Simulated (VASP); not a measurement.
A run of VASP 6.6.1 is set up as follows.

File INCAR:

```
PREC     = Accurate       # precision mode
ENCUT    = 520            # plane-wave cutoff, eV
EDIFF    = 1E-6           # SCF threshold, eV
ISMEAR   = 0              # smearing method
SIGMA    = 0.2            # smearing width, eV
LREAL    = F              # projectors in reciprocal space
LASPH    = T              # aspherical terms in the spheres
NELM     = 60             # most SCF steps
ALGO     = Fast           # electronic algorithm
ISIF     = 2              # what is computed and relaxed
LWAVE    = F              # write WAVECAR
LCHARG   = F              # write CHGCAR
GGA      = PE             # functional
NBANDS   = 75             # bands
```

Contents of KPOINTS:

```
regular mesh
0
Gamma
  6 6 2
```

The input POSCAR:

```
Ta2Sn3
1.0
    4.8945528834      0.0000000000      0.0000000000
   -2.4472764417      4.2388071372      0.0000000000
    0.0000000000      0.0000000000     11.4668918852
Ta Sn
4 6
Direct
    0.6666666667      0.3333333333      0.4528169624
    0.6666666667      0.3333333333      0.9528169624
    0.3333333333      0.6666666667      0.0471830376
    0.3333333333      0.6666666667      0.5471830376
    0.0000000000      0.0000000000      0.5000000000
    0.0000000000      0.0000000000      1.0000000000
    0.6666666667      0.3333333333      0.1963888314
    0.6666666667      0.3333333333      0.6963888314
    0.3333333333      0.6666666667      0.3036111686
    0.3333333333      0.6666666667      0.8036111686
```

Potentials or basis: VASP PAW PBE potentials, release 64 (Ta_pv, Sn_d).

Command:

```console
$ cat potpaw_PBE.64/Ta_pv/POTCAR potpaw_PBE.64/Sn_d/POTCAR > POTCAR
$ mpirun -np 1 vasp_std > vasp.out
```

Problem. Predict the band gap on the k mesh.

Solution. Zero (bands 64 and 65 overlap by 0.19 eV).

Problem. What does it give for the largest force?

Solution. 0.047 eV/Å.

Problem. Estimate the pressure.

Solution. -0.2 GPa.

Stress tensor (GPa, compression positive):
```
-0.48  0.00  0.00
 0.00 -0.48  0.00
 0.00  0.00  0.31
```

Caveat: spin-orbit coupling is left out, which moves the levels of the heavy elements.
